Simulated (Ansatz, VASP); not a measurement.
**Al32H in VASP and in Ansatz**

```xyz
33
Lattice="5.6288 0.0000 0.0000 -2.8144 4.8747 0.0000 0.0000 0.0000 33.5549" Properties=species:S:1:pos:R:3 pbc="T T T"
Al    0.0000    1.6249    4.0000
Al   -1.4072    4.0623    4.0000
Al    2.8144    1.6249    4.0000
Al    1.4072    4.0623    4.0000
Al    0.0000    0.0000    6.3103
Al   -1.4072    2.4374    6.3103
Al    2.8144    0.0000    6.3103
Al    1.4072    2.4374    6.3103
Al    1.4072    0.8125    8.6205
Al    0.0000    3.2498    8.6205
Al    4.2216    0.8125    8.6205
Al    2.8144    3.2498    8.6205
Al    0.0000    0.0000   10.9308
Al   -1.4072    2.4374   10.9308
Al    2.8144    0.0000   10.9308
Al    1.4072    2.4374   10.9308
Al    0.0000    1.6249   13.2253
Al   -1.4072    4.0623   13.2253
Al    2.8144    1.6249   13.2253
Al    1.4072    4.0623   13.2253
Al    0.0000    0.0000   15.5445
Al   -1.4072    2.4374   15.5445
Al    2.8144    0.0000   15.5445
Al    1.4072    2.4374   15.5445
Al    1.4072    0.8125   17.8746
Al    0.0000    3.2498   17.8746
Al    4.2216    0.8125   17.8746
Al    2.8144    3.2498   17.8746
Al    0.0000    0.0000   20.2549
Al   -1.4072    2.4374   20.2549
Al    2.8144    0.0000   20.2549
Al    1.4072    2.4374   20.2549
H     1.4072    0.8125   23.5549
```

Alike in both runs: task single point; functional PBE; dispersion D3(BJ); k mesh 6 × 6 × 1; occupations gaussian, width 0.1 eV; no spin polarisation.

|  | VASP | Ansatz |
| --- | --- | --- |
| version | VASP 6.6.1 | Ansatz 0.2.0 |
| potentials or method | VASP PAW PBE potentials, release 64 (Al, H), cutoff 520 eV | scalar-relativistic, plane waves, PAW |
| valence electrons in the cell | 97 | 97 |

```csv
,VASP,Ansatz,Ansatz less VASP
gap on the k mesh at the Fermi level (eV),none,none,-
rms of the force components (eV/Å),0.087,0.087,-0.0003
```

Atom by atom the forces differ by 0.001 eV/Å (rms over components). A gap of «none» marks a metal or a gap that the smearing closes.
